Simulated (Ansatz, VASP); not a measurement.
**One calculation of Na4Bi, two programs**

```
CELL_PARAMETERS angstrom
-3.69739 3.69739 3.69739
3.69739 -3.69739 3.69739
3.69739 3.69739 -3.69739
ATOMIC_POSITIONS crystal
Na 0.50000 0.50000 0.50000
Na 0.50000 0.00000 0.00000
Na 0.00000 0.00000 0.50000
Na 0.00000 0.50000 0.00000
Bi 0.00000 0.00000 0.00000
```

Change from the starting cell: species swapped into the GeF4 type (I-43m, No. 217).

Alike in both runs: task relaxation of cell and atoms; functional PBE; k mesh 8 × 8 × 8; occupations gaussian, width 0.1 eV; no spin polarisation.

|  | VASP | Ansatz |
| --- | --- | --- |
| version | VASP 6.6.1 | Ansatz 0.2.0 |
| potentials or method | VASP PAW PBE potentials, release 64 (Na_pv, Bi_d), cutoff 600 eV | scalar-relativistic, plane waves, PAW |
| valence electrons in the cell | 43 | 51 |

```csv
,VASP,Ansatz,Ansatz less VASP
"gap on the k mesh at the Fermi level, each at its own relaxed structure (eV)",none,none,-
relaxed volume (Å³/atom),40.67,40.77,+0.103
relaxed cell length with the largest relative difference (Å),6.416,6.422,+0.0054
```

A gap of «none» marks a metal or a gap that the smearing closes. VASP's potentials hold 43 valence electrons a cell and Ansatz's 51, so a difference there can come from the potentials and not from the codes.

Neither program's run includes spin-orbit coupling.
